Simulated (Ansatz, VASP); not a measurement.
ZnO in VASP and in Ansatz

```xyz
4
Lattice="3.1432 0.0000 0.0000 -1.5716 2.7221 0.0000 0.0000 0.0000 5.0704" Properties=species:S:1:pos:R:3 pbc="T T T"
Zn    0.0000    1.8147   -0.0078
Zn    1.5716    0.9074    2.5274
O     0.0000    1.8147    1.9143
O     1.5716    0.9074    4.4495
```

Change from the starting cell: volume scaled by 0.88, LAPW.

Alike in both runs: task single point; functional PBE; k mesh 13 × 13 × 7; occupations fermi-dirac, width 0.05 eV; no spin polarisation.

```csv
,VASP,Ansatz
version,VASP 6.6.1,Ansatz 0.2.0
potentials or method,"VASP PAW PBE potentials, release 64 (Zn, O), cutoff 520 eV","all-electron LAPW, scalar-relativistic"
```

VASP gave:

* pressure (GPa): 23.5

Q: Which values does Ansatz return?

A: Pressure (GPa): 21.8.

Ansatz ran all-electron here, and VASP with PAW potentials.
